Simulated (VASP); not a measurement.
# WC (Pm-3m) in VASP: a series of runs

Runs on WC. Level: PBE. Tasks: single point, relaxation of cell and atoms.

Program: VASP 6.6.1. These are calculated values, not measurements. Logs are shortened: lines on timing, memory, paths and dates and some standing lists are left out, and cuts for length are marked.

### 1 The cell of the first run

Symmetry: Pm-3m, No. 221, cubic system. Conventional cell: a = 2.724 Å, b = 2.724 Å, c = 2.724 Å, α = 90.00°, β = 90.00°, γ = 90.00°. W (site symmetry m-3m) has 8 C at 2.36 Å and 6 W at 2.72 Å within 3.1 Å. C (site symmetry m-3m) has 8 W at 2.36 Å and 6 C at 2.72 Å within 3.1 Å.

The cell was built from a structure type or drawn by symmetry, and may not be a known phase.

### 2 Single point, PBE

INCAR reads:

```
  PREC = Accurate
  ENCUT = 520
  EDIFF = 1E-7
  ISMEAR = 0
  SIGMA = 0.1
  LREAL = F
  LASPH = T
  NELM = 80
  ALGO = Normal
  ISIF = 2
  LWAVE = F
  LCHARG = F
  GGA = PE
  NBANDS = 16
```

KPOINTS reads:

```
regular mesh
0
Gamma
  6 6 6
```

POSCAR reads:

```
WC
1.0
    2.7238889881      0.0000000000      0.0000000000
    0.0000000000      2.7238889881      0.0000000000
    0.0000000000      0.0000000000      2.7238889881
W C
1 1
Direct
    0.5000000000      0.5000000000      0.5000000000
    0.0000000000      0.0000000000      0.0000000000
```

Potentials or basis: VASP PAW PBE potentials, release 64 (W_sv, C).

Run with:

```bash
$ cat potpaw_PBE.64/W_sv/POTCAR potpaw_PBE.64/C/POTCAR > POTCAR
$ mpirun -np 1 vasp_std > vasp.out
```

OUTCAR:

```text
PREC = Accurate
   ENCUT = 520
   EDIFF = 1E-7
   ISMEAR = 0
   LREAL = F
   LASPH = T
   NELM = 80
   ISIF = 2
   GGA = PE

 ion  position               nearest neighbor table
   1  0.500  0.500  0.500-   2 2.36   2 2.36   2 2.36   2 2.36   2 2.36   2 2.36   2 2.36   2 2.36

   2  0.000  0.000  0.000-   1 2.36   1 2.36   1 2.36   1 2.36   1 2.36   1 2.36   1 2.36   1 2.36

  LATTYP: Found a simple cubic cell.
 ALAT       =     2.7238889881

  Lattice vectors:

 A1 = (   2.7238889881,   0.0000000000,   0.0000000000)
 A2 = (   0.0000000000,   2.7238889881,   0.0000000000)
 A3 = (   0.0000000000,   0.0000000000,   2.7238889881)

Analysis of symmetry for initial positions (statically):
=====================================================================
 Subroutine PRICEL returns:
 Original cell was already a primitive cell.

 Routine SETGRP: Setting up the symmetry group for a
 simple cubic supercell.

 Subroutine GETGRP returns: Found 48 space group operations
 (whereof 48 operations were pure point group operations)
 out of a pool of 48 trial point group operations.

The static configuration has the point symmetry O_h .

Analysis of symmetry for dynamics (positions and initial velocities):
=====================================================================
 Subroutine PRICEL returns:
 Original cell was already a primitive cell.

 Routine SETGRP: Setting up the symmetry group for a
 simple cubic supercell.

 Subroutine GETGRP returns: Found 48 space group operations
 (whereof 48 operations were pure point group operations)
 out of a pool of 48 trial point group operations.

The dynamic configuration has the point symmetry O_h .

 Subroutine INISYM returns: Found 48 space group operations
 (whereof 48 operations are pure point group operations),
 and found     1 'primitive' translations

----------------------------------------------------------------------------------------

                                     Primitive cell

  volume of cell :      20.2101

  direct lattice vectors                    reciprocal lattice vectors
     2.723888988  0.000000000  0.000000000     0.367122157  0.000000000  0.000000000
     0.000000000  2.723888988  0.000000000     0.000000000  0.367122157  0.000000000
     0.000000000  0.000000000  2.723888988     0.000000000  0.000000000  0.367122157

  length of vectors
     2.723888988  2.723888988  2.723888988     0.367122157  0.367122157  0.367122157

  position of ions in fractional coordinates (direct lattice)
     0.500000000  0.500000000  0.500000000
     0.000000000  0.000000000  0.000000000

  ion indices of the primitive-cell ions
   primitive index   ion index
                 1           1
                 2           2

----------------------------------------------------------------------------------------

 KPOINTS: regular mesh

Automatic generation of k-mesh.
 Grid dimensions read from file:
 generate k-points for:    6    6    6

 Generating k-lattice:

  Cartesian coordinates                     Fractional coordinates (reciprocal lattice)
     0.061187026  0.000000000  0.000000000     0.166666667  0.000000000  0.000000000
     0.000000000  0.061187026  0.000000000     0.000000000  0.166666667  0.000000000
     0.000000000  0.000000000  0.061187026     0.000000000  0.000000000  0.166666667

  Length of vectors
     0.061187026  0.061187026  0.061187026

  Shift w.r.t. Gamma in fractional coordinates (k-lattice)
     0.000000000  0.000000000  0.000000000

 Subroutine IBZKPT returns following result:
 ===========================================

 Found     20 irreducible k-points:

 Following reciprocal coordinates:
            Coordinates               Weight
  0.000000  0.000000  0.000000      1.000000
  0.166667  0.000000  0.000000      6.000000
  0.333333  0.000000  0.000000      6.000000
  0.500000  0.000000  0.000000      3.000000
  0.166667  0.166667  0.000000     12.000000
  0.333333  0.166667  0.000000     24.000000
[... 12 lines left out ...]
  0.500000  0.500000  0.333333      6.000000
  0.500000  0.500000  0.500000      1.000000
   k-points           NKPTS =     20   k-points in BZ     NKDIM =     20   number of bands    NBANDS=     16
   number of dos      NEDOS =    301   number of ions     NIONS =      2
   total plane-waves  NPLWV =   8000
   dimension x,y,z NGX =    20 NGY =   20 NGZ =   20
   dimension x,y,z NGXF=    40 NGYF=   40 NGZF=   40
   ions per type =               1   1
   NGX,Y,Z   is equivalent  to a cutoff of  12.21, 12.21, 12.21 a.u.
   NGXF,Y,Z  is equivalent  to a cutoff of  24.41, 24.41, 24.41 a.u.
 SYSTEM =  unknown system
   PREC   = accura    normal or accurate (medium, high low for compatibility)
   ISTART =      0    job   : 0-new  1-cont  2-samecut
   ICHARG =      2    charge: 1-file 2-atom 10-const
   ISPIN  =      1    spin polarized calculation?
   LNONCOLLINEAR =      F non collinear calculations
   LSORBIT =      F    spin-orbit coupling
   LASPH  =      T    aspherical Exc in radial PAW
   ENCUT  =  520.0 eV  38.22 Ry    6.18 a.u.   5.06  5.06  5.06*2*pi/ulx,y,z
   NELM   =     80;   NELMIN=  2; NELMDL= -5     # of ELM steps
   EDIFF  = 0.1E-06   stopping-criterion for ELM
   LREAL  =      F    real-space projection
   EDIFFG = 0.1E-05   stopping-criterion for IOM
   NSW    =      0    number of steps for IOM
   IBRION =     -1    ionic relax: 0-MD 1-quasi-New 2-CG
   NFREE  =      0    steps in history (QN), initial steepest desc. (CG)
   ISIF   =      2    stress and relaxation
   ISYM   =      2    0-nonsym 1-usesym 2-fastsym
   POTIM  = 0.5000    time-step for ionic-motion
   TEBEG  =    0.0;   TEEND  =   0.0 temperature during run
   PSTRESS=    0.0 pullay stress
   NELECT =      18.0000    total number of electrons
   NUPDOWN=      -1.0000    fix difference up-down
   EMIN   =  10.00;   EMAX   =-10.00  energy-range for DOS
   EFERMI =   0.00;   METHOD = LEGACY
   ISMEAR =     0;   SIGMA  =   0.10  broadening in eV -4-tet -1-fermi 0-gaus
   EFERMI_NEDOS =   21; number of points for ismear=-14 and -15
   IALGO  =     38    algorithm
   IMIX   =      4    mixing-type and parameters
     AMIX     =   0.40;   BMIX     =  1.00
     AMIX_MAG =   1.60;   BMIX_MAG =  1.00
  volume/ion in A,a.u.               =      10.11        68.19
  Fermi-wavevector in a.u.,A,eV,Ry     =   1.575105  2.976517 33.755466  2.480957
  Thomas-Fermi vector in A             =   2.676139
   LORBIT       =      0    0 simple, 1 ext, 2 COOP (PROOUT), +10 PAW based schemes
   GGA     = PE    functional components
   LHFCALC =     F    Hartree Fock is set to
   AEXX    =    0.0000 exact exchange contribution
   IVDW    =     0    specifies the selected vdW correction
   LEPSILON=     F    determine dielectric tensor
   LRPA    =     F    only Hartree local field effects (RPA)
 non-spin polarized calculation
 Gauss-broadening in eV      SIGMA  =   0.10
  energy-cutoff  :      520.00
  volume of cell :       20.21
 maximum number of plane-waves:       560
   NGX = 11   NGY = 11   NGZ = 11

 number of electron      18.0000006 magnetization

 Free energy of the ion-electron system (eV)
  ---------------------------------------------------
  ext. energy  EPLUGINS =         0.00000000
  ---------------------------------------------------
  free energy    TOTEN  =       -20.65352852 eV

  energy without entropy =      -20.64752526  energy(sigma->0) =      -20.65052689

 E-fermi :  12.7104     XC(G=0): -14.0415

 val. band max:       12.4543991531   @ k =   0.0000   0.0000   0.0000
 cond. band min:      12.7331020403   @ k =   0.3333   0.1667   0.1667
 fundamental gap:      0.2787028872
 Fermi energy:        12.7104079286

 k-point     1 :       0.0000    0.0000    0.0000
  band No.  band energies     occupation
      1     -62.5189      2.00000
      2     -26.3142      2.00000
      3     -26.3142      2.00000
      4     -26.3142      2.00000
      5      -3.0052      2.00000
      6       7.1719      2.00000
[... 8 lines left out ...]
     15      29.9960      0.00000
     16      29.9960      0.00000

 k-point     2 :       0.1667    0.0000    0.0000
  band No.  band energies     occupation
      1     -62.5025      2.00000
      2     -26.5790      2.00000
      3     -26.2902      2.00000
      4     -26.2902      2.00000
      5      -2.3454      2.00000
      6       7.0475      2.00000
[... 8 lines left out ...]
     15      26.6748      0.00000
     16      30.9407      0.00000

 k-point     3 :       0.3333    0.0000    0.0000
  band No.  band energies     occupation
      1     -62.4696      2.00000
      2     -27.0814      2.00000
      3     -26.2418      2.00000
      4     -26.2418      2.00000
      5      -0.6344      2.00000
      6       5.0251      2.00000
[... 8 lines left out ...]
     15      23.2934      0.00000
     16      29.2974      0.00000

 k-point     4 :       0.5000    0.0000    0.0000
  band No.  band energies     occupation
      1     -62.4530      2.00000
      2     -27.3205      2.00000
      3     -26.2174      2.00000
      4     -26.2174      2.00000
      5       1.1144      2.00000
      6       2.9121      2.00000
[... 8 lines left out ...]
     15      23.2438      0.00000
     16      25.4598      0.00000
[... 248 lines left out ...]
 k-point    18 :       0.5000    0.3333    0.3333
  band No.  band energies     occupation
      1     -62.3576      2.00000
      2     -27.0986      2.00000
      3     -26.8558      2.00000
      4     -26.8331      2.00000
      5       1.5093      2.00000
      6       4.9430      2.00000
[... 8 lines left out ...]
     15      23.9715      0.00000
     16      25.5204      0.00000

 k-point    19 :       0.5000    0.5000    0.3333
  band No.  band energies     occupation
      1     -62.3417      2.00000
      2     -27.0624      2.00000
      3     -27.0624      2.00000
      4     -26.8123      2.00000
      5       1.9338      2.00000
      6       4.7238      2.00000
[... 8 lines left out ...]
     15      23.3958      0.00000
     16      23.3958      0.00000

 k-point    20 :       0.5000    0.5000    0.5000
  band No.  band energies     occupation
      1     -62.3260      2.00000
      2     -27.0272      2.00000
      3     -27.0272      2.00000
      4     -27.0272      2.00000
      5       4.0579      2.00000
      6       4.0579      2.00000
[... 8 lines left out ...]
     15      20.5378      0.00000
     16      20.5378      0.00000

------------------------ aborting loop because EDIFF is reached ----------------------------------------

  FORCE on cell =-STRESS in cart. coord.  units (eV):
  Direction    XX          YY          ZZ          XY          YZ          ZX
  --------------------------------------------------------------------------------------
  -------------------------------------------------------------------------------------
  Total        0.1390064      0.1390064      0.1390064     -0.0000000      0.0000000     -0.0000000
  in kB       11.0198857     11.0198857     11.0198857     -0.0000000      0.0000000     -0.0000000
  external PRESSURE =      11.0198857 kB  Pullay stress =       0.0000000 kB

 VOLUME and BASIS-vectors are now :
 -----------------------------------------------------------------------------
  energy-cutoff  :      520.00
  volume of cell :       20.21
      direct lattice vectors                 reciprocal lattice vectors
     2.723888988  0.000000000  0.000000000     0.367122157  0.000000000  0.000000000
     0.000000000  2.723888988  0.000000000     0.000000000  0.367122157  0.000000000
     0.000000000  0.000000000  2.723888988     0.000000000  0.000000000  0.367122157

 POSITION                                       TOTAL-FORCE (eV/Angst)
 -----------------------------------------------------------------------------------
      1.36194      1.36194      1.36194         0.000000      0.000000      0.000000
      0.00000      0.00000      0.00000         0.000000      0.000000      0.000000
 -----------------------------------------------------------------------------------
    total drift:                               -0.000000      0.000000     -0.000000

  FREE ENERGIE OF THE ION-ELECTRON SYSTEM (eV)
  ---------------------------------------------------
  free  energy   TOTEN  =       -20.6535285160 eV

  energy  without entropy=      -20.6475252642  energy(sigma->0) =      -20.65052689
```

Run time: 5 s. Hardware: 1 thread of Intel Xeon Platinum 8259CL at 2.50GHz (Skylake/Cascade Lake), shared host; peak memory 0.13 GiB.

What came out:

```
Free energy            : -20.6535 eV
Pressure               : 1.1 GPa
Band gap on the k mesh : zero (bands 9 and 10 overlap by 6.95 eV)
```

Caveat: the k points lie up to 0.38 Å⁻¹ apart, too coarse for converged energies and pressures of a metal; spin-orbit coupling is left out, which moves the levels of the heavy elements.

### 3 Relaxation of cell and atoms, PBE

This run uses another cell than the first one, of 14.56 Å³/atom.

INCAR reads:

```
PREC = Accurate
ENCUT = 600
EDIFF = 1E-6
ISMEAR = 0
SIGMA = 0.1
LREAL = F
LASPH = T
NELM = 100
ALGO = Normal
ISIF = 3
LWAVE = F
LCHARG = F
GGA = PE
IBRION = 2
NSW = 90
EDIFFG = -0.04
```

KPOINTS reads:

```
Automatic mesh
0
Gamma
  6 6 6
```

POSCAR reads:

```
WC
1.0
    3.0762652900      0.0000000000      0.0000000000
    0.0000000000      3.0762652900      0.0000000000
    0.0000000000      0.0000000000      3.0762652900
W C
1 1
Direct
    0.5000000000      0.5000000000      0.5000000000
    0.0000000000      0.0000000000      0.0000000000
```

Potentials or basis: VASP PAW PBE potentials, release 64 (W_sv, C).

Run with:

```bash
$ cat potpaw_PBE.64/W_sv/POTCAR potpaw_PBE.64/C/POTCAR > POTCAR
$ mpirun -np 1 vasp_std > vasp.out
```

It took 37 s on 1 thread of Intel Xeon Platinum 8259CL at 2.50GHz (Skylake/Cascade Lake), shared host; peak memory 0.18 GiB.

Results (log left out):

```yaml
Free_energy: -20.6618 eV
Relaxed_volume: 10.12 Å³/atom
Relaxed_cell: a = 2.725 Å, b = 2.725 Å, c = 2.725 Å, α = 90.00°, β = 90.00°, γ = 90.00°
Space_group_after_relaxing_to_0.1_Å: Pm-3m (No. 221)
Pressure_after_relaxing: 0.5 GPa
Band_gap_on_the_k_mesh: zero (bands 9 and 10 overlap by 6.94 eV)
```

Final structure:
```
W C
1.0
     2.72519    0.00000    0.00000
     0.00000    2.72519    0.00000
     0.00000    0.00000    2.72519
W C
1 1
Direct
  0.50000 0.50000 0.50000
  0.00000 0.00000 0.00000
```

Levels at points of the mesh, in eV from the Fermi level:
| k point | band 5 | band 6 | band 7 | band 8 | band 9 | band 10 | band 11 | band 12 | band 13 |
| --- | --- | --- | --- | --- | --- | --- | --- | --- | --- |
| (0.00, 0.00, 0.00) | -15.70 | -5.53 | -5.53 | -0.26 | -0.26 | -0.26 | 2.50 | 2.50 | 2.50 |
| (0.50, 0.00, 0.00) | -11.59 | -9.79 | -4.41 | -3.72 | -3.72 | 3.01 | 4.15 | 6.63 | 6.63 |
| (0.50, 0.50, 0.00) | -12.58 | -4.81 | -4.81 | -4.51 | -0.40 | -0.40 | 0.91 | 2.97 | 5.19 |
| (0.50, 0.50, 0.50) | -8.64 | -8.64 | -8.64 | -8.46 | 5.44 | 5.44 | 7.32 | 7.32 | 7.32 |

Caveat: the volume moved by over 15 % at a fixed basis, so the end points are rough; spin-orbit coupling is left out, which moves the levels of the heavy elements.

### 4 Single point, PBE

This run uses another cell than the first one, of 10.13 Å³/atom.

INCAR reads:

```
SYSTEM = WC
PREC = Accurate ; ENCUT = 520
EDIFF = 1E-7 ; ISMEAR = 0
SIGMA = 0.1 ; LREAL = .False.
LASPH = .True. ; NELM = 60
ALGO = Normal ; ISIF = 2
LWAVE = .False. ; LCHARG = .True.
GGA = PE ; LELF = .True.
LVHAR = .True. ; NBANDS = 16
```

KPOINTS reads:

```
regular mesh
0
Gamma
  20 20 20
  0 0 0
```

POSCAR reads:

```
WC
1.0
    2.7257965009      0.0000000000      0.0000000000
    0.0000000000      2.7257965009      0.0000000000
    0.0000000000      0.0000000000      2.7257965009
W C
1 1
Direct
    0.5000000000      0.5000000000      0.5000000000
    0.0000000000      0.0000000000      0.0000000000
```

Run with:

```bash
$ cat potpaw_PBE.64/W_sv/POTCAR potpaw_PBE.64/C/POTCAR > POTCAR
$ mpirun -np 1 vasp_std > vasp.out
```

Run time: 54 s. Hardware: 1 thread of Intel Xeon Platinum 8259CL at 2.50GHz (Skylake/Cascade Lake), shared host; peak memory 0.2 GiB.

Results (log left out):

* Free energy: -20.6364 eV
* Pressure: 1.3 GPa
* Band gap on the k mesh: zero (bands 9 and 10 overlap by 7.08 eV)

Levels at points of the mesh, in eV from the Fermi level:
| k point | band 6 | band 7 | band 8 | band 9 | band 10 | band 11 | band 12 | band 13 |
| --- | --- | --- | --- | --- | --- | --- | --- | --- |
| (0.00, 0.00, 0.00) | -5.21 | -5.21 | 0.00 | 0.00 | 0.00 | 2.81 | 2.81 | 2.81 |
| (0.50, 0.00, 0.00) | -9.50 | -4.09 | -3.44 | -3.44 | 3.32 | 4.45 | 6.89 | 6.89 |
| (0.50, 0.50, 0.00) | -4.54 | -4.54 | -4.20 | -0.09 | -0.09 | 1.16 | 3.25 | 5.51 |
| (0.50, 0.50, 0.50) | -8.35 | -8.35 | -8.21 | 5.76 | 5.76 | 7.62 | 7.62 | 7.62 |

Caveat: spin-orbit coupling is left out, which moves the levels of the heavy elements.

### 5 Relaxation of cell and atoms, PBE

INCAR reads:

```
SYSTEM = WC
PREC = Accurate
ENCUT = 600
EDIFF = 1E-6
ISMEAR = 0
SIGMA = 0.1
LREAL = .FALSE.
LASPH = .TRUE.
NELM = 60
ALGO = Normal
ISIF = 3
LWAVE = .FALSE.
LCHARG = .FALSE.
GGA = PE
IBRION = 2
NSW = 100
EDIFFG = -0.01
```

KPOINTS reads:

```
Automatic mesh
0
G
  20 20 20
  0 0 0
```

POSCAR reads:

```
WC
1.0
    2.7238889881      0.0000000000      0.0000000000
    0.0000000000      2.7238889881      0.0000000000
    0.0000000000      0.0000000000      2.7238889881
W C
1 1
Direct
    0.5000000000      0.5000000000      0.5000000000
    0.0000000000      0.0000000000      0.0000000000
```

Run with:

```bash
$ cat potpaw_PBE.64/W_sv/POTCAR potpaw_PBE.64/C/POTCAR > POTCAR
$ mpirun -np 1 vasp_std > vasp.out
```

Run time: 1.7 min. Hardware: 1 thread of Intel Xeon Platinum 8259CL at 2.50GHz (Skylake/Cascade Lake), shared host; peak memory 0.23 GiB.

The run converged. Its results:

- Free energy: -20.6376 eV
- Relaxed volume: 10.16 Å³/atom
- Relaxed cell: a = 2.729 Å, b = 2.729 Å, c = 2.729 Å, α = 90.00°, β = 90.00°, γ = 90.00°
- Space group after relaxing (to 0.1 Å): Pm-3m (No. 221)
- Energy gained by relaxing: 0.4 meV/atom
- Ionic steps: 3
- Pressure after relaxing: 0.0 GPa
- Band gap on the k mesh: zero (bands 9 and 10 overlap by 7.04 eV)

Step by step:
```
step  energy change (eV)  largest force (eV/Å)  pressure (GPa)  volume (Å³)
   1              0.0000                0.0000            2.03        20.21
   2              0.0032                0.0000           -4.61        20.59
   3             -0.0007                0.0000            0.00        20.32
```

Final structure:
```
W C
1.0
     2.72891    0.00000    0.00000
     0.00000    2.72891    0.00000
     0.00000    0.00000    2.72891
W C
1 1
Direct
  0.50000 0.50000 0.50000
  0.00000 0.00000 0.00000
```

Levels at points of the mesh, in eV from the Fermi level:
```tsv
k point	band 5	band 6	band 7	band 8	band 9	band 10	band 11	band 12	band 13
(0.00, 0.00, 0.00)	-15.40	-5.19	-5.19	0.00	0.00	0.00	2.79	2.79	2.79
(0.50, 0.00, 0.00)	-11.32	-9.47	-4.07	-3.42	-3.42	3.30	4.43	6.87	6.87
(0.50, 0.50, 0.00)	-12.28	-4.53	-4.53	-4.18	-0.09	-0.09	1.16	3.23	5.48
(0.50, 0.50, 0.50)	-8.32	-8.32	-8.32	-8.20	5.73	5.73	7.59	7.59	7.59
```

Caveat: spin-orbit coupling is left out, which moves the levels of the heavy elements.

### 6 Overview

| task | cell | k mesh | cutoff (eV) | gap on the mesh (eV) | pressure (GPa) | relaxed volume (Å³/atom) |
| --- | --- | --- | --- | --- | --- | --- |
| single point | a = 2.724 Å, 2 atoms | 6 × 6 × 6 | 520 | none | 1.1 | - |
| relaxation of cell and atoms | relaxed from a = 3.076 Å, 2 atoms | 6 × 6 × 6 | 600 | none | 0.5 | 10.12 |
| single point | a = 2.726 Å, 2 atoms | 20 × 20 × 20 | 520 | none | 1.3 | - |
| relaxation of cell and atoms | relaxed from a = 2.724 Å, 2 atoms | 20 × 20 × 20 | 600 | none | 0.0 | 10.16 |

Alike in all rows: level PBE; potentials or basis VASP PAW PBE potentials, release 64 (W_sv, C); no spin polarisation; smearing gaussian 0.1 eV.

Caveats: some runs use coarse meshes; spin-orbit coupling is left out, which moves the levels of the heavy elements; the volume moved by over 15 % at a fixed basis, so the end points are rough (at least some runs).

Absolute energies hang on the potentials; compare differences alone.
